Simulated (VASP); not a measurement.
# YHSe (P-6m2) in VASP: single point with LDA

Aim: the single point of YHSe with LDA.

All numbers are computed with VASP 6.6.1; they aren't measurements. Logs are shortened: lines on timing, memory, paths and dates and some standing lists are left out, and cuts for length are marked.

### 1 The cell of the first run

The structure is hexagonal, space group P-6m2 (No. 187). Conventional cell: a = 3.841 Å, b = 3.841 Å, c = 3.916 Å, α = 90.00°, β = 90.00°, γ = 120.00°. Within 3.0 Å of Y (site symmetry -6m2) lie 3 H at 2.22 Å and 6 Se at 2.96 Å. Within 3.0 Å of H (site symmetry -6m2) lie 3 Y at 2.22 Å and 6 Se at 2.96 Å. Se (site symmetry -6m2) has 6 Y at 2.96 Å and 6 H at 2.96 Å and 8 Se at 3.84 to 3.92 Å within 4.0 Å.

### 2 Single point, LDA

Input file INCAR:

```
SYSTEM = YHSe
  ALGO = Normal
  EDIFF = 1E-7
  ENCUT = 520
  ISIF = 2
  ISMEAR = 0
  LASPH = .TRUE.
  LCHARG = .FALSE.
  LREAL = .FALSE.
  LWAVE = .FALSE.
  NBANDS = 16
  NELM = 60
  PREC = Accurate
  SIGMA = 0.05
```

Input file KPOINTS:

```
k-points
0
G
  9 9 8
  0 0 0
```

Input file POSCAR:

```
YHSe
1.0
    3.8409313358      0.0000000000      0.0000000000
   -1.9204656679      3.3263441110      0.0000000000
    0.0000000000      0.0000000000      3.9155495600
Y H Se
1 1 1
Direct
    0.0000000000      0.0000000000      0.0000000000
    0.3333333333      0.6666666667      0.0000000000
    0.6666666667      0.3333333333      0.5000000000
```

Potentials or basis: VASP PAW LDA potentials, release 64 (Y_sv, H, Se).

Run with:

```console
> cat potpaw_LDA.64/Y_sv/POTCAR potpaw_LDA.64/H/POTCAR potpaw_LDA.64/Se/POTCAR > POTCAR
> mpirun -np 1 vasp_std > vasp.out
```

OUTCAR:

```text
SYSTEM = YHSe
   EDIFF = 1E-7
   ENCUT = 520
   ISIF = 2
   ISMEAR = 0
   LASPH = .TRUE.
   LREAL = .FALSE.
   NELM = 60
   PREC = Accurate

 ion  position               nearest neighbor table
   1  0.000  0.000  0.000-   2 2.22   2 2.22   2 2.22   3 2.96   3 2.96   3 2.96   3 2.96   3 2.96
                             3 2.96
   2  0.333  0.667  0.000-   1 2.22   1 2.22   1 2.22
   3  0.667  0.333  0.500-   1 2.96   1 2.96   1 2.96   1 2.96   1 2.96   1 2.96

  LATTYP: Found a hexagonal cell.
 ALAT       =     3.8409313358
 C/A-ratio  =     1.0194271175

  Lattice vectors:

 A1 = (   3.8409313358,   0.0000000000,   0.0000000000)
 A2 = (  -1.9204656679,   3.3263441110,   0.0000000000)
 A3 = (   0.0000000000,   0.0000000000,   3.9155495600)

Analysis of symmetry for initial positions (statically):
=====================================================================
 Subroutine PRICEL returns:
 Original cell was already a primitive cell.

 Routine SETGRP: Setting up the symmetry group for a
 hexagonal supercell.

 Subroutine GETGRP returns: Found 12 space group operations
 (whereof 12 operations were pure point group operations)
 out of a pool of 24 trial point group operations.

The static configuration has the point symmetry D_3h.

Analysis of symmetry for dynamics (positions and initial velocities):
=====================================================================
 Subroutine PRICEL returns:
 Original cell was already a primitive cell.

 Routine SETGRP: Setting up the symmetry group for a
 hexagonal supercell.

 Subroutine GETGRP returns: Found 12 space group operations
 (whereof 12 operations were pure point group operations)
 out of a pool of 24 trial point group operations.

The dynamic configuration has the point symmetry D_3h.

 Subroutine INISYM returns: Found 12 space group operations
 (whereof 12 operations are pure point group operations),
 and found     1 'primitive' translations

----------------------------------------------------------------------------------------

                                     Primitive cell

  volume of cell :      50.0261

  direct lattice vectors                    reciprocal lattice vectors
     3.840931336  0.000000000  0.000000000     0.260353522  0.150315176  0.000000000
    -1.920465668  3.326344111  0.000000000     0.000000000  0.300630352  0.000000000
     0.000000000  0.000000000  3.915549560     0.000000000  0.000000000  0.255391992

  length of vectors
     3.840931336  3.840931336  3.915549560     0.300630352  0.300630352  0.255391992

  position of ions in fractional coordinates (direct lattice)
     0.000000000  0.000000000  0.000000000
     0.333333333  0.666666667  0.000000000
     0.666666667  0.333333333  0.500000000

  ion indices of the primitive-cell ions
   primitive index   ion index
                 1           1
                 2           2
                 3           3

----------------------------------------------------------------------------------------

 KPOINTS: k-points

Automatic generation of k-mesh.
 Grid dimensions read from file:
 generate k-points for:    9    9    8

 Generating k-lattice:

  Cartesian coordinates                     Fractional coordinates (reciprocal lattice)
     0.028928169  0.016701686  0.000000000     0.111111111  0.000000000  0.000000000
     0.000000000  0.033403372  0.000000000     0.000000000  0.111111111  0.000000000
     0.000000000  0.000000000  0.031923999     0.000000000  0.000000000  0.125000000

  Length of vectors
     0.033403372  0.033403372  0.031923999

  Shift w.r.t. Gamma in fractional coordinates (k-lattice)
     0.000000000  0.000000000  0.000000000

 Subroutine IBZKPT returns following result:
 ===========================================

 Found     60 irreducible k-points:

 Following reciprocal coordinates:
            Coordinates               Weight
  0.000000  0.000000  0.000000      1.000000
  0.111111  0.000000  0.000000      6.000000
  0.222222  0.000000  0.000000      6.000000
  0.333333  0.000000  0.000000      6.000000
  0.444444  0.000000  0.000000      6.000000
  0.111111  0.111111  0.000000      6.000000
[... 16 lines left out ...]
  0.333333  0.222222  0.125000     24.000000
  0.333333  0.333333  0.125000      4.000000
 [... further k-points ...]
   k-points           NKPTS =     60   k-points in BZ     NKDIM =     60   number of bands    NBANDS=     16
   number of dos      NEDOS =    301   number of ions     NIONS =      3
   total plane-waves  NPLWV =  27000
   dimension x,y,z NGX =    30 NGY =   30 NGZ =   30
   dimension x,y,z NGXF=    60 NGYF=   60 NGZF=   60
   ions per type =               1   1   1
   NGX,Y,Z   is equivalent  to a cutoff of  12.98, 12.98, 12.74 a.u.
   NGXF,Y,Z  is equivalent  to a cutoff of  25.97, 25.97, 25.47 a.u.
 SYSTEM =  YHSe
   PREC   = accura    normal or accurate (medium, high low for compatibility)
   ISTART =      0    job   : 0-new  1-cont  2-samecut
   ICHARG =      2    charge: 1-file 2-atom 10-const
   ISPIN  =      1    spin polarized calculation?
   LNONCOLLINEAR =      F non collinear calculations
   LSORBIT =      F    spin-orbit coupling
   LASPH  =      T    aspherical Exc in radial PAW
   ENCUT  =  520.0 eV  38.22 Ry    6.18 a.u.   7.14  7.14  7.28*2*pi/ulx,y,z
   NELM   =     60;   NELMIN=  2; NELMDL= -5     # of ELM steps
   EDIFF  = 0.1E-06   stopping-criterion for ELM
   LREAL  =      F    real-space projection
   EDIFFG = 0.1E-05   stopping-criterion for IOM
   NSW    =      0    number of steps for IOM
   IBRION =     -1    ionic relax: 0-MD 1-quasi-New 2-CG
   NFREE  =      0    steps in history (QN), initial steepest desc. (CG)
   ISIF   =      2    stress and relaxation
   ISYM   =      2    0-nonsym 1-usesym 2-fastsym
   POTIM  = 0.5000    time-step for ionic-motion
   TEBEG  =    0.0;   TEEND  =   0.0 temperature during run
   PSTRESS=    0.0 pullay stress
   NELECT =      18.0000    total number of electrons
   NUPDOWN=      -1.0000    fix difference up-down
   EMIN   =  10.00;   EMAX   =-10.00  energy-range for DOS
   EFERMI =   0.00;   METHOD = LEGACY
   ISMEAR =     0;   SIGMA  =   0.05  broadening in eV -4-tet -1-fermi 0-gaus
   EFERMI_NEDOS =   21; number of points for ismear=-14 and -15
   IALGO  =     38    algorithm
   IMIX   =      4    mixing-type and parameters
     AMIX     =   0.40;   BMIX     =  1.00
     AMIX_MAG =   1.60;   BMIX_MAG =  1.00
  volume/ion in A,a.u.               =      16.68       112.53
  Fermi-wavevector in a.u.,A,eV,Ry     =   1.164395  2.200387 18.446980  1.355815
  Thomas-Fermi vector in A             =   2.300933
   LORBIT       =      0    0 simple, 1 ext, 2 COOP (PROOUT), +10 PAW based schemes
   GGA     = CA    functional components
   LHFCALC =     F    Hartree Fock is set to
   AEXX    =    0.0000 exact exchange contribution
   IVDW    =     0    specifies the selected vdW correction
   LEPSILON=     F    determine dielectric tensor
   LRPA    =     F    only Hartree local field effects (RPA)
 non-spin polarized calculation
 Gauss-broadening in eV      SIGMA  =   0.05
  energy-cutoff  :      520.00
  volume of cell :       50.03
 maximum number of plane-waves:      1365
 NGX is ok and might be reduce to    30
   NGX = 15   NGY = 15   NGZ = 15

 number of electron      18.0000000 magnetization

 Free energy of the ion-electron system (eV)
  ---------------------------------------------------
  ext. energy  EPLUGINS =         0.00000000
  ---------------------------------------------------
  free energy    TOTEN  =       -19.24115369 eV

  energy without entropy =      -19.24115369  energy(sigma->0) =      -19.24115369

 E-fermi :   4.2288     XC(G=0): -10.5215

 val. band max:        3.9131682981   @ k =   0.0000   0.0000   0.5000
 cond. band min:       5.2756237459   @ k =   0.0000   0.0000   0.0000
 fundamental gap:      1.3624554478
 Fermi energy:         4.2288216782

 k-point     1 :       0.0000    0.0000    0.0000
  band No.  band energies     occupation
      1     -37.9870      2.00000
      2     -18.1022      2.00000
      3     -18.0044      2.00000
      4     -18.0044      2.00000
      5      -9.2863      2.00000
      6       0.3378      2.00000
[... 8 lines left out ...]
     15      10.8199      0.00000
     16      12.9090      0.00000

 k-point     2 :       0.1111    0.0000    0.0000
  band No.  band energies     occupation
      1     -37.9844      2.00000
      2     -18.0970      2.00000
      3     -18.0453      2.00000
      4     -18.0122      2.00000
      5      -9.1844      2.00000
      6       0.1855      2.00000
[... 8 lines left out ...]
     15      11.3280      0.00000
     16      12.9159      0.00000

 k-point     3 :       0.2222    0.0000    0.0000
  band No.  band energies     occupation
      1     -37.9777      2.00000
      2     -18.1461      2.00000
      3     -18.0839      2.00000
      4     -18.0318      2.00000
      5      -8.9196      2.00000
      6      -0.3392      2.00000
[... 8 lines left out ...]
     15      11.5931      0.00000
     16      13.4187      0.00000

 k-point     4 :       0.3333    0.0000    0.0000
  band No.  band energies     occupation
      1     -37.9702      2.00000
      2     -18.2568      2.00000
      3     -18.0690      2.00000
      4     -18.0539      2.00000
      5      -8.6038      2.00000
      6      -0.9489      2.00000
[... 8 lines left out ...]
     15      11.3370      0.00000
     16      13.4109      0.00000

 k-point     5 :       0.4444    0.0000    0.0000
  band No.  band energies     occupation
      1     -37.9652      2.00000
      2     -18.3269      2.00000
      3     -18.0683      2.00000
      4     -18.0593      2.00000
      5      -8.3864      2.00000
      6      -1.3198      2.00000
[... 8 lines left out ...]
     15      10.2065      0.00000
     16      14.2827      0.00000

 k-point     6 :       0.1111    0.1111    0.0000
  band No.  band energies     occupation
      1     -37.9798      2.00000
      2     -18.1123      2.00000
      3     -18.0879      2.00000
      4     -18.0297      2.00000
      5      -9.0009      2.00000
      6      -0.1557      2.00000
[... 8 lines left out ...]
     15      11.7590      0.00000
     16      12.9600      0.00000

 k-point     7 :       0.2222    0.1111    0.0000
  band No.  band energies     occupation
      1     -37.9726      2.00000
      2     -18.2091      2.00000
      3     -18.0739      2.00000
      4     -18.0593      2.00000
      5      -8.7096      2.00000
      6      -0.6794      2.00000
[... 8 lines left out ...]
     15      12.0203      0.00000
     16      13.2020      0.00000

 k-point     8 :       0.3333    0.1111    0.0000
  band No.  band energies     occupation
      1     -37.9664      2.00000
      2     -18.2911      2.00000
      3     -18.0857      2.00000
      4     -18.0616      2.00000
      5      -8.4405      2.00000
      6      -1.0949      2.00000
[... 8 lines left out ...]
     15      11.1298      0.00000
     16      13.7932      0.00000

 k-point     9 :       0.4444    0.1111    0.0000
  band No.  band energies     occupation
      1     -37.9639      2.00000
      2     -18.3228      2.00000
      3     -18.0961      2.00000
      4     -18.0567      2.00000
      5      -8.3301      2.00000
      6      -1.2475      2.00000
[... 8 lines left out ...]
     15      10.3605      0.00000
     16      14.1806      0.00000
[... 172 lines left out ...]
 k-point    19 :       0.2222    0.1111    0.1250
  band No.  band energies     occupation
      1     -37.9714      2.00000
      2     -18.2042      2.00000
      3     -18.1002      2.00000
      4     -18.0563      2.00000
      5      -8.6623      2.00000
      6      -0.6465      2.00000
[... 8 lines left out ...]
     15      11.4583      0.00000
     16      13.1158      0.00000

 k-point    20 :       0.3333    0.1111    0.1250
  band No.  band energies     occupation
      1     -37.9652      2.00000
      2     -18.2843      2.00000
      3     -18.0867      2.00000
      4     -18.0818      2.00000
      5      -8.4251      2.00000
      6      -0.9945      2.00000
[... 8 lines left out ...]
     15      11.2702      0.00000
     16      13.2418      0.00000

 k-point    21 :       0.4444    0.1111    0.1250
  band No.  band energies     occupation
      1     -37.9627      2.00000
      2     -18.3155      2.00000
      3     -18.0929      2.00000
      4     -18.0802      2.00000
      5      -8.3284      2.00000
      6      -1.1360      2.00000
[... 8 lines left out ...]
     15      11.0202      0.00000
     16      13.4327      0.00000

 k-point    22 :       0.2222    0.2222    0.1250
  band No.  band energies     occupation
      1     -37.9656      2.00000
      2     -18.2538      2.00000
      3     -18.1066      2.00000
      4     -18.0868      2.00000
      5      -8.4446      2.00000
      6      -0.7978      2.00000
[... 8 lines left out ...]
     15      11.5479      0.00000
     16      13.1643      0.00000

 k-point    23 :       0.3333    0.2222    0.1250
  band No.  band energies     occupation
      1     -37.9619      2.00000
      2     -18.2759      2.00000
      3     -18.1490      2.00000
      4     -18.0783      2.00000
      5      -8.2991      2.00000
      6      -0.8153      2.00000
[... 8 lines left out ...]
     15      11.5687      0.00000
     16      12.7706      0.00000

 k-point    24 :       0.3333    0.3333    0.1250
  band No.  band energies     occupation
      1     -37.9605      2.00000
      2     -18.2277      2.00000
      3     -18.2204      2.00000
      4     -18.0753      2.00000
      5      -8.2496      2.00000
      6      -0.5151      2.00000
[... 8 lines left out ...]
     15      11.4764      0.00000
     16      12.2091      0.00000

 [... further k-points ...]

------------------------ aborting loop because EDIFF is reached ----------------------------------------

  FORCE on cell =-STRESS in cart. coord.  units (eV):
  Direction    XX          YY          ZZ          XY          YZ          ZX
  --------------------------------------------------------------------------------------
  -------------------------------------------------------------------------------------
  Total       -1.6516608     -1.6516608     -1.8796741      0.0000000      0.0000000      0.0000000
  in kB      -52.8974815    -52.8974815    -60.2000295      0.0000000      0.0000000      0.0000000
  external PRESSURE =     -55.3316642 kB  Pullay stress =       0.0000000 kB

 VOLUME and BASIS-vectors are now :
 -----------------------------------------------------------------------------
  energy-cutoff  :      520.00
  volume of cell :       50.03
      direct lattice vectors                 reciprocal lattice vectors
     3.840931336  0.000000000  0.000000000     0.260353522  0.150315176  0.000000000
    -1.920465668  3.326344111  0.000000000     0.000000000  0.300630352  0.000000000
     0.000000000  0.000000000  3.915549560     0.000000000  0.000000000  0.255391992

 POSITION                                       TOTAL-FORCE (eV/Angst)
 -----------------------------------------------------------------------------------
      0.00000      0.00000      0.00000        -0.000000      0.000000      0.000000
     -0.00000      2.21756      0.00000         0.000000     -0.000000      0.000000
      1.92047      1.10878      1.95777        -0.000000     -0.000000      0.000000
 -----------------------------------------------------------------------------------
    total drift:                               -0.000000      0.000000      0.000000

  FREE ENERGIE OF THE ION-ELECTRON SYSTEM (eV)
  ---------------------------------------------------
  free  energy   TOTEN  =       -19.2411536910 eV

  energy  without entropy=      -19.2411536910  energy(sigma->0) =      -19.24115369
```

Run time: 84 s. Hardware: 1 thread of Intel Xeon 8259CL, shared host; peak memory 0.21 GiB.

Results:

| Property | Result |
| --- | --- |
| Free energy | -19.2412 eV |
| Pressure | -5.5 GPa |
| Band gap on the k mesh | 1.36 eV (least direct gap 1.73 eV) |

Levels at points of the mesh, in eV from the valence-band top:
```
           k point  band 7  band 8  band 9  band 10  band 11  band 12
(0.00, 0.00, 0.00)   -1.68   -1.56   -1.56     1.36     3.73     3.73
(0.00, 0.00, 0.50)   -1.14   -1.14    0.00     1.73     1.73     3.65
```

Caveat: the cell stands under tension; an odd mesh through Γ misses points on the zone boundary, where band edges can lie.
